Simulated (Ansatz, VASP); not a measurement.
Two plane-wave programs on Os

```
Os
1.0
     0.03647    1.94500    1.94500
     1.94500    0.03647    1.94500
     1.98147    1.98147    0.00000
Os
1
Direct
  0.00000 0.00000 0.00000
```

Change from the starting cell: strain +0.0375 x Voigt [0, 0, 0, 0, 0, 1], atoms carried along.

Alike in both runs: task single point; functional r2SCAN; k mesh 20 × 20 × 20; occupations gaussian, width 0.15 eV; no spin polarisation.

```csv
,VASP,Ansatz
version,VASP 6.6.1,Ansatz 0.2.0
potentials or method,"VASP PAW PBE potentials, release 64 (Os), cutoff 520 eV","scalar-relativistic, plane waves, PAW"
valence electrons in the cell,8,16
```

Ansatz gave:

| Quantity | Value |
| --- | --- |
| gap on the k mesh at the Fermi level (eV) | none |
| pressure (GPa) | -16.3 |
| traceless stress, the component that is largest in VASP (GPa) | -10.60 |

What did VASP give for the same quantities?

gap on the k mesh at the Fermi level (eV): none; pressure (GPa): -15.7; traceless stress, the component that is largest in VASP (GPa): -10.54.

VASP's potentials were made for PBE, not for r2SCAN. A gap of «none» marks a metal or a gap that the smearing closes. VASP's potentials hold 8 valence electrons a cell and Ansatz's 16, so a difference there can come from the potentials and not from the codes.

Spin-orbit coupling is off throughout.
